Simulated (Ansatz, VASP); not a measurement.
## One calculation of AlN, two programs

INCAR

```
SYSTEM = AlN
PREC = Accurate
ENCUT = 520
EDIFF = 1E-6
ISMEAR = 0
SIGMA = 0.05
LREAL = .False.
LASPH = .True.
NELM = 100
ALGO = Normal
ISIF = 2
LWAVE = .False.
LCHARG = .False.
GGA = PE
NBANDS = 11
```

File KPOINTS:

```
Automatic mesh
0
Gamma
  10 10 10
  0 0 0
```

File POSCAR:

```
AlN
1.0
   -0.0840883474      2.0720231241      2.0720231241
    2.0720231241     -0.0840883474      2.0720231241
    2.0720231241      2.0720231241     -0.0840883474
Al N
1 1
Direct
    0.5000000000      0.5000000000      0.5000000000
    0.0000000000      0.0000000000      0.0000000000
```

Input for Ansatz:

```yaml
crystal:
  lattice:
    - [-0.0840883474, 2.0720231241, 2.0720231241]
    - [2.0720231241, -0.0840883474, 2.0720231241]
    - [2.0720231241, 2.0720231241, -0.0840883474]
  atoms:
    - { symbol: Al, position: [0.5, 0.5, 0.5] }
    - { symbol: "N", position: [0.0, 0.0, 0.0] }
basis:
  ecutwfc: 520.0
kpoints:
  mp_grid: { grid: [10, 10, 10] }
hamiltonian:
  xc: pbe
  pseudopotentials: { kind: paw, azcp: { folder: soft_1 } }
scf:
  occupations: { method: gaussian, width: 0.05 }
output:
  forces: true
  stress: true
  eigenvalues: true
```

Alike in both runs: task single point; functional PBE; k mesh 10 × 10 × 10; occupations gaussian, width 0.05 eV; no spin polarisation.

```csv
,VASP,Ansatz
version,VASP 6.6.1,Ansatz 0.2.0
potentials or method,"VASP PAW PBE potentials, release 64 (Al, N), cutoff 520 eV","scalar-relativistic, plane waves, PAW"
valence electrons in the cell,8,8
```

```csv
,VASP,Ansatz,Ansatz less VASP
gap on the k mesh at the Fermi level (eV),2.76,2.78,+0.015
least direct gap on the mesh (eV),3.30,3.30,-0.003
pressure (GPa),-22.5,-22.4,+0.13
"traceless stress, the component that is largest in VASP (GPa)",9.73,9.73,-0.007
```
